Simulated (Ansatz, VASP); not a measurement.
## Two plane-wave programs on Ru

File INCAR:

```
PREC = Accurate ; ENCUT = 520
EDIFF = 1E-6 ; ISMEAR = -1
SIGMA = 0.05 ; LREAL = F
LASPH = T ; NELM = 60
ALGO = Normal ; ISIF = 2
LWAVE = F ; LCHARG = F
GGA = PE ; NBANDS = 21
```

File KPOINTS:

```
regular mesh
0
Gamma
  13 13 7
```

POSCAR

```
Ru
1.0
    2.7058000000      0.0000000000      0.0000000000
   -1.3529000000      2.3432915400      0.0000000000
    0.0000000000      0.0000000000      4.2819000000
Ru
2
Direct
    0.3226645798      0.6453291595      0.2500000000
    0.6666666667      0.3333333333      0.7500000000
```

Input for Ansatz:

```yaml
crystal:
  lattice:
    - [2.7058, 0.0, 0.0]
    - [-1.3529, 2.34329154, 0.0]
    - [0.0, 0.0, 4.2819]
  atoms:
    - { symbol: Ru, position: [0.3226645797560469, 0.6453291595120938, 0.25] }
    - { symbol: Ru, position: [0.6666666666666666, 0.3333333333333333, 0.75] }
basis:
  ecutwfc: 421.77648681281397
kpoints:
  mp_grid:
    grid: [13, 13, 7]
hamiltonian:
  xc: pbe
scf:
  convergence:
    dr2_threshold: 1.0e-09
  occupations:
    method: fermi_dirac
    width: 0.05
output:
  forces: true
```

Alike in both runs: task single point; functional PBE; k mesh 13 × 13 × 7; occupations fermi-dirac, width 0.05 eV; no spin polarisation.

|  | VASP | Ansatz |
| --- | --- | --- |
| version | VASP 6.6.1 | Ansatz 0.2.0 |
| potentials or method | VASP PAW PBE potentials, release 64 (Ru_pv), cutoff 520 eV | plane waves, PAW |
| valence electrons in the cell | 28 | 32 |

```tsv
	VASP	Ansatz	Ansatz less VASP
rms of the force components (eV/Å)	0.232	0.232	+0.0002
```

Atom by atom the forces differ by 0.000 eV/Å (rms over components). VASP's potentials hold 28 valence electrons a cell and Ansatz's 32, so a difference there can come from the potentials and not from the codes.
